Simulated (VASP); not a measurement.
# TaN (P1) in VASP: single point with PBE

Aim: the single point of TaN with PBE.

Everything below comes from runs of VASP 6.6.1. Logs are shortened: lines on timing, memory, paths and dates and some standing lists are left out, and cuts for length are marked.

**1. The cell of the first run**

The typed cell holds 4 atoms: a = 3.050 Å, b = 3.076 Å, c = 4.940 Å, α = 90.41°, β = 91.14°, γ = 120.85°.

**2. Single point, PBE (equal xy, yz and zx shear strains of -2 %)**

File INCAR:

```
SYSTEM = TaN
  ALGO = Normal
  EDIFF = 1E-6
  ENCUT = 600
  GGA = PE
  GGA_COMPAT = .FALSE.
  ISIF = 2
  ISMEAR = -1
  LASPH = .TRUE.
  LCHARG = .TRUE.
  LELF = .TRUE.
  LREAL = .FALSE.
  LVHAR = .TRUE.
  LWAVE = .FALSE.
  NBANDS = 24
  NELM = 120
  PREC = Accurate
  SIGMA = 0.01
```

File KPOINTS:

```
k-points
0
G
  9 9 5
  0 0 0
```

File POSCAR:

```
TaN
1.0
    3.0500010905     -0.0305000109     -0.0305000109
   -1.5514143296      2.6566284314     -0.0111637788
   -0.0494000000     -0.0494000000      4.9400000000
Ta N
2 2
Direct
    0.3333333333      0.6666666667      0.0000000000
    0.6666666667      0.3333333333      0.5000000000
    0.3333333333      0.6666666667      0.3850000000
    0.6666666667      0.3333333333      0.8850000000
```

Potentials or basis: VASP PAW PBE potentials, release 64 (Ta_pv, N).

Run with:

```bash
$ cat potpaw_PBE.64/Ta_pv/POTCAR potpaw_PBE.64/N/POTCAR > POTCAR
$ mpirun -np 1 vasp_std > vasp.out
```

OUTCAR:

```text
SYSTEM = TaN
   EDIFF = 1E-6
   ENCUT = 600
   GGA = PE
   ISIF = 2
   ISMEAR = -1
   LASPH = .TRUE.
   LREAL = .FALSE.
   NELM = 120
   PREC = Accurate

 ion  position               nearest neighbor table
   1  0.333  0.667  0.000-   4 1.82   4 1.86   4 1.87   3 1.90   2 2.99   2 3.01   2 3.03   2 3.05
                             2 3.06   2 3.06
   2  0.667  0.333  0.500-   3 1.84   3 1.85   3 1.86   4 1.90   1 2.99   1 3.01   1 3.03   1 3.05
                             1 3.06   1 3.06
   3  0.333  0.667  0.385-   2 1.84   2 1.85   2 1.86   1 1.90
   4  0.667  0.333  0.885-   1 1.82   1 1.86   1 1.87   2 1.90

  LATTYP: Found a triclinic cell.
 ALAT       =     3.0239128017
 B/A-ratio  =     1.0087281861
 C/A-ratio  =     1.6338083468
 COS(alpha) =     0.0198960208
 COS(beta)  =     0.0274156886
 COS(gamma) =     0.4869832429

  Lattice vectors:

 A1 = (   1.4985867609,   2.6261284205,  -0.0416637897)
 A2 = (   3.0500010905,  -0.0305000109,  -0.0305000109)
 A3 = (   0.0494000000,   0.0494000000,  -4.9400000000)

Analysis of symmetry for initial positions (statically):
=====================================================================
 Subroutine PRICEL returns:
 Original cell was already a primitive cell.

 Routine SETGRP: Setting up the symmetry group for a
 triclinic supercell.

 Subroutine GETGRP returns: Found  1 space group operations
 (whereof  1 operations were pure point group operations)
 out of a pool of  2 trial point group operations.

The static configuration has the point symmetry C_1 .

Analysis of symmetry for dynamics (positions and initial velocities):
=====================================================================
 Subroutine PRICEL returns:
 Original cell was already a primitive cell.

 Routine SETGRP: Setting up the symmetry group for a
 triclinic supercell.

 Subroutine GETGRP returns: Found  1 space group operations
 (whereof  1 operations were pure point group operations)
 out of a pool of  2 trial point group operations.

The dynamic configuration has the point symmetry C_1 .

 Subroutine INISYM returns: Found  1 space group operations
 (whereof  1 operations are pure point group operations),
 and found     1 'primitive' translations

----------------------------------------------------------------------------------------

                                     Primitive cell

  volume of cell :      39.7856

  direct lattice vectors                    reciprocal lattice vectors
     3.050001090 -0.030500011 -0.030500011     0.329847443  0.192645826  0.005224933
    -1.551414330  2.656628431 -0.011163779     0.003824916  0.378666703  0.003824916
    -0.049400000 -0.049400000  4.940000000     0.002045152  0.002045152  0.202470053

  length of vectors
     3.050306075  3.076472928  4.940493975     0.382019698  0.378705337  0.202490710

  position of ions in fractional coordinates (direct lattice)
     0.333333333  0.666666667  0.000000000
     0.666666667  0.333333333  0.500000000
     0.333333333  0.666666667  0.385000000
     0.666666667  0.333333333  0.885000000

  ion indices of the primitive-cell ions
   primitive index   ion index
                 1           1
                 2           2
                 3           3
                 4           4

----------------------------------------------------------------------------------------

 KPOINTS: k-points

Automatic generation of k-mesh.
 Grid dimensions read from file:
 generate k-points for:    9    9    5

 Generating k-lattice:

  Cartesian coordinates                     Fractional coordinates (reciprocal lattice)
     0.036649716  0.021405092  0.000580548     0.111111111 -0.000000000  0.000000000
     0.000424991  0.042074078  0.000424991     0.000000000  0.111111111 -0.000000000
     0.000409030  0.000409030  0.040494011     0.000000000 -0.000000000  0.200000000

  Length of vectors
     0.042446633  0.042078371  0.040498142

  Shift w.r.t. Gamma in fractional coordinates (k-lattice)
     0.000000000  0.000000000  0.000000000

 Subroutine IBZKPT returns following result:
 ===========================================

 Found    203 irreducible k-points:

 Following reciprocal coordinates:
            Coordinates               Weight
  0.000000  0.000000  0.000000      1.000000
  0.111111  0.000000  0.000000      2.000000
  0.222222  0.000000  0.000000      2.000000
  0.333333  0.000000  0.000000      2.000000
  0.444444  0.000000  0.000000      2.000000
 -0.000000  0.111111  0.000000      2.000000
[... 16 lines left out ...]
 -0.111111  0.222222  0.000000      2.000000
 -0.000000  0.333333  0.000000      2.000000
 [... further k-points ...]
   k-points           NKPTS =    203   k-points in BZ     NKDIM =    203   number of bands    NBANDS=     24
   number of dos      NEDOS =    301   number of ions     NIONS =      4
   total plane-waves  NPLWV =  26880
   dimension x,y,z NGX =    24 NGY =   28 NGZ =   40
   dimension x,y,z NGXF=    48 NGYF=   56 NGZF=   80
   ions per type =               2   2
   NGX,Y,Z   is equivalent  to a cutoff of  13.08, 15.13, 13.46 a.u.
   NGXF,Y,Z  is equivalent  to a cutoff of  26.16, 30.26, 26.92 a.u.
 SYSTEM =  TaN
   PREC   = accura    normal or accurate (medium, high low for compatibility)
   ISTART =      0    job   : 0-new  1-cont  2-samecut
   ICHARG =      2    charge: 1-file 2-atom 10-const
   ISPIN  =      1    spin polarized calculation?
   LNONCOLLINEAR =      F non collinear calculations
   LSORBIT =      F    spin-orbit coupling
   LASPH  =      T    aspherical Exc in radial PAW
   ENCUT  =  600.0 eV  44.10 Ry    6.64 a.u.   6.09  6.14  9.87*2*pi/ulx,y,z
   NELM   =    120;   NELMIN=  2; NELMDL= -5     # of ELM steps
   EDIFF  = 0.1E-05   stopping-criterion for ELM
   LREAL  =      F    real-space projection
   EDIFFG = 0.1E-04   stopping-criterion for IOM
   NSW    =      0    number of steps for IOM
   IBRION =     -1    ionic relax: 0-MD 1-quasi-New 2-CG
   NFREE  =      0    steps in history (QN), initial steepest desc. (CG)
   ISIF   =      2    stress and relaxation
   ISYM   =      2    0-nonsym 1-usesym 2-fastsym
   POTIM  = 0.5000    time-step for ionic-motion
   TEBEG  =    0.0;   TEEND  =   0.0 temperature during run
   PSTRESS=    0.0 pullay stress
   NELECT =      32.0000    total number of electrons
   NUPDOWN=      -1.0000    fix difference up-down
   EMIN   =  10.00;   EMAX   =-10.00  energy-range for DOS
   EFERMI =   0.00;   METHOD = LEGACY
   ISMEAR =    -1;   SIGMA  =   0.01  broadening in eV -4-tet -1-fermi 0-gaus
   EFERMI_NEDOS =   21; number of points for ismear=-14 and -15
   IALGO  =     38    algorithm
   IMIX   =      4    mixing-type and parameters
     AMIX     =   0.40;   BMIX     =  1.00
     AMIX_MAG =   1.60;   BMIX_MAG =  1.00
  volume/ion in A,a.u.               =       9.95        67.12
  Fermi-wavevector in a.u.,A,eV,Ry     =   1.522472  2.877055 31.537236  2.317921
  Thomas-Fermi vector in A             =   2.631047
   LORBIT       =      0    0 simple, 1 ext, 2 COOP (PROOUT), +10 PAW based schemes
   GGA     = PE    functional components
   LHFCALC =     F    Hartree Fock is set to
   AEXX    =    0.0000 exact exchange contribution
   IVDW    =     0    specifies the selected vdW correction
   LEPSILON=     F    determine dielectric tensor
   LRPA    =     F    only Hartree local field effects (RPA)
 non-spin polarized calculation
  energy-cutoff  :      600.00
  volume of cell :       39.79
 maximum number of plane-waves:      1345
   NGX = 13   NGY = 13   NGZ = 19

 number of electron      32.0000001 magnetization

 Free energy of the ion-electron system (eV)
  ---------------------------------------------------
  ext. energy  EPLUGINS =         0.00000000
  ---------------------------------------------------
  free energy    TOTEN  =       -37.63303736 eV

  energy without entropy =      -37.63256393  energy(sigma->0) =      -37.63280064

 E-fermi :   9.8023     XC(G=0): -13.5455

 val. band max:        9.8003567343   @ k =   0.0000  -0.3333   0.2000
 cond. band min:       9.8189254609   @ k =  -0.1111   0.2222   0.4000
 fundamental gap:      0.0185687267
 Fermi energy:         9.8023381356

 k-point     1 :       0.0000    0.0000    0.0000
  band No.  band energies     occupation
      1     -26.3283      2.00000
      2     -25.2289      2.00000
      3     -25.2218      2.00000
      4     -25.0311      2.00000
      5     -25.0280      2.00000
      6     -24.9649      2.00000
[... 16 lines left out ...]
     23      16.3282      0.00000
     24      16.6525      0.00000

 k-point     2 :       0.1111    0.0000    0.0000
  band No.  band energies     occupation
      1     -26.2835      2.00000
      2     -25.3583      2.00000
      3     -25.2614      2.00000
      4     -25.1756      2.00000
      5     -25.0506      2.00000
      6     -24.9864      2.00000
[... 16 lines left out ...]
     23      16.3559      0.00000
     24      17.1130      0.00000

 k-point     3 :       0.2222    0.0000    0.0000
  band No.  band energies     occupation
      1     -26.1717      2.00000
      2     -25.6668      2.00000
      3     -25.5200      2.00000
      4     -25.3540      2.00000
      5     -25.1097      2.00000
      6     -25.0503      2.00000
[... 16 lines left out ...]
     23      17.0566      0.00000
     24      18.3509      0.00000
[... 514 lines left out ...]
 k-point    23 :      -0.1111    0.2222    0.0000
  band No.  band energies     occupation
      1     -26.2108      2.00000
      2     -25.5201      2.00000
      3     -25.4200      2.00000
      4     -25.3132      2.00000
      5     -25.1101      2.00000
      6     -25.0273      2.00000
[... 16 lines left out ...]
     23      16.9430      0.00000
     24      18.2691      0.00000

 k-point    24 :      -0.0000    0.3333    0.0000
  band No.  band energies     occupation
      1     -26.1499      2.00000
      2     -25.9078      2.00000
      3     -25.8049      2.00000
      4     -25.4409      2.00000
      5     -25.1749      2.00000
      6     -25.1462      2.00000
[... 16 lines left out ...]
     23      16.7068      0.00000
     24      17.9462      0.00000

 [... further k-points ...]

------------------------ aborting loop because EDIFF is reached ----------------------------------------

  FORCE on cell =-STRESS in cart. coord.  units (eV):
  Direction    XX          YY          ZZ          XY          YZ          ZX
  --------------------------------------------------------------------------------------
  -------------------------------------------------------------------------------------
  Total       37.1256605     37.0369867     30.6104353      1.2444609      0.4460639      0.4385124
  in kB     1495.0591612   1491.4882468   1232.6894943     50.1147347     17.9630979     17.6589966
  external PRESSURE =    1406.4123008 kB  Pullay stress =       0.0000000 kB

 VOLUME and BASIS-vectors are now :
 -----------------------------------------------------------------------------
  energy-cutoff  :      600.00
  volume of cell :       39.79
      direct lattice vectors                 reciprocal lattice vectors
     3.050001090 -0.030500011 -0.030500011     0.329847443  0.192645826  0.005224933
    -1.551414330  2.656628431 -0.011163779     0.003824916  0.378666703  0.003824916
    -0.049400000 -0.049400000  4.940000000     0.002045152  0.002045152  0.202470053

 POSITION                                       TOTAL-FORCE (eV/Angst)
 -----------------------------------------------------------------------------------
     -0.01761      1.76092     -0.01761         1.344489      0.479024      2.334231
      1.49150      0.84051      2.44595        -0.399362      0.434820      2.288378
     -0.03663      1.74190      1.88429         0.303162     -0.441022     -2.304969
      1.47248      0.82149      4.34785        -1.248289     -0.472822     -2.317640
 -----------------------------------------------------------------------------------
    total drift:                               -0.000019      0.000581      0.001771

  FREE ENERGIE OF THE ION-ELECTRON SYSTEM (eV)
  ---------------------------------------------------
  free  energy   TOTEN  =       -37.6330373593 eV

  energy  without entropy=      -37.6325639284  energy(sigma->0) =      -37.63280064
```

It took 4.6 min on 1 thread of AMD EPYC 7R13, shared host; peak memory 0.3 GiB.

What came out:

```yaml
Free_energy: -37.6330 eV
Pressure: 140.6 GPa
Largest_force: 2.736 eV/Å
Band_gap_on_the_k_mesh: zero (bands 16 and 17 overlap by 2.19 eV)
```

Forces in eV/Å, atoms in the order of the input:
```
Ta   1.344  0.479  2.334
Ta  -0.399  0.435  2.288
N    0.303 -0.441 -2.305
N   -1.248 -0.473 -2.318
```

Levels at points of the mesh, in eV from the Fermi level:
```csv
k point,band 13,band 14,band 15,band 16,band 17,band 18,band 19,band 20
"(0.00, 0.00, 0.00)",-7.82,-7.57,-0.94,-0.80,-0.29,2.08,2.60,2.76
```

Caveat: the cell differs from its parent crystal (equal xy, yz and zx shear strains of -2 %); the cell stands under pressure; spin-orbit coupling is left out, which moves the levels of the heavy elements; forces of over 1 eV/Å act on the atoms, so gaps and moduli don't describe the material at rest.
